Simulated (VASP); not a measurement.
A run of VASP 6.6.1 is set up as follows.

INCAR

```
PREC = Accurate
ENCUT = 600
EDIFF = 1E-7
ISMEAR = 0
SIGMA = 0.1
LREAL = False
LASPH = True
NELM = 120
ALGO = Normal
ISIF = 3
LWAVE = False
LCHARG = False
GGA = PE
IBRION = 2
NSW = 90
EDIFFG = -0.04
GGA_COMPAT = False
NELMIN = 4
```

KPOINTS

```
regular mesh
0
Gamma
  6 6 6
```

POSCAR

```
Re
1.0
    1.6891820311      0.9752497004      3.1323855555
   -1.6891820311      0.9752497004      3.1323855555
    0.0000000000     -1.9504994008      3.1323855555
Re
2
Direct
    0.2275400000      0.2275400000      0.2275400000
    0.7724600000      0.7724600000      0.7724600000
```

Potentials or basis: VASP PAW PBE potentials, release 64 (Re).

Command:

```console
$ cat potpaw_PBE.64/Re/POTCAR > POTCAR
$ mpirun -np 1 vasp_std > vasp.out
```

Q: Estimate the relaxed cell.

A: a = 4.805 Å, b = 4.805 Å, c = 4.805 Å, α = 33.41°, β = 33.41°, γ = 33.41°.

Q: Predict the relaxed volume.

A: 14.98 Å³/atom.

Forces in eV/Å, atoms in the order of the input:
```
Re   0.000  0.000  0.004
Re   0.000  0.000 -0.004
```

Caveat: the k points lie up to 0.44 Å⁻¹ apart in the final cell, too coarse for converged energies and pressures of a metal; a cell axis changed by over 15 % at a fixed basis, so the end point is rough.
